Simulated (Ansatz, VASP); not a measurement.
## One calculation of OsC6, two programs

```
CELL_PARAMETERS angstrom
0.00000 3.20146 3.20146
3.20146 0.00000 3.20146
3.20146 3.20146 0.00000
ATOMIC_POSITIONS crystal
Os 0.00000 0.00000 0.00000
C 0.32224 0.67776 0.67776
C 0.67776 0.32224 0.32224
C 0.67776 0.32224 0.67776
C 0.32224 0.67776 0.32224
C 0.67776 0.67776 0.32224
C 0.32224 0.32224 0.67776
```

Alike in both runs: functional PBE; k mesh 6 × 6 × 6; occupations gaussian, width 0.1 eV; no spin polarisation.

Ansatz relaxed the structure, and its values are those at the end. VASP's run is a single point on that final structure, the one shown.

|  | VASP | Ansatz |
| --- | --- | --- |
| version | VASP 6.6.1 | Ansatz 0.2.0 |
| potentials or method | VASP PAW PBE potentials, release 64 (Os_sv_GW, C), cutoff 600 eV | scalar-relativistic, plane waves, PAW |
| valence electrons in the cell | 40 | 40 |

|  | VASP | Ansatz | Ansatz less VASP |
| --- | --- | --- | --- |
| gap on the k mesh at the Fermi level (eV) | 0.93 | 0.93 | +0.002 |
| least direct gap on the mesh (eV) | 0.93 | 0.93 | +0.002 |
| pressure (GPa) | 0.0 | -0.1 | -0.03 |
| rms of the force components (eV/Å) | 0.053 | 0.004 | -0.0487 |

The functional is the same, so the differences come from potentials, cutoffs and numerics.

Neither program's run includes spin-orbit coupling.
